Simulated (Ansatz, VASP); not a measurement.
**Te: VASP beside Ansatz**

```
Te
1.0
     4.31861    0.00000    0.00000
    -2.15930    3.74002    0.00000
     0.00000    0.00000    5.96574
Te
3
Cartesian
  1.2297 0.0000 1.9886
  -0.6148 1.0649 3.9772
  1.5445 2.6751 0.0000
```

Alike in both runs: task single point; functional r2SCAN; k mesh 12 × 12 × 8; occupations gaussian, width 0.1 eV; no spin polarisation.

|  | VASP | Ansatz |
| --- | --- | --- |
| version | VASP 6.6.1 | Ansatz 0.2.0 |
| potentials or method | VASP PAW PBE potentials, release 64 (Te), cutoff 520 eV | scalar-relativistic, plane waves, PAW |
| valence electrons in the cell | 18 | 48 |

```csv
,VASP,Ansatz,Ansatz less VASP
gap on the k mesh at the Fermi level (eV),0.14,0.17,+0.022
least direct gap on the mesh (eV),0.14,0.17,+0.022
pressure (GPa),1.9,1.9,0.00
"traceless stress, the component that is largest in VASP (GPa)",-0.17,-0.19,-0.024
rms of the force components (eV/Å),0.099,0.112,+0.0124
```

VASP's potentials were made for PBE, not for r2SCAN. Atom by atom the forces differ by 0.012 eV/Å (rms over components). With one functional, cell and mesh, what is left measures potentials, basis and numerics. VASP's potentials hold 18 valence electrons a cell and Ansatz's 48, so a difference there can come from the potentials and not from the codes.

Spin-orbit coupling is off throughout.
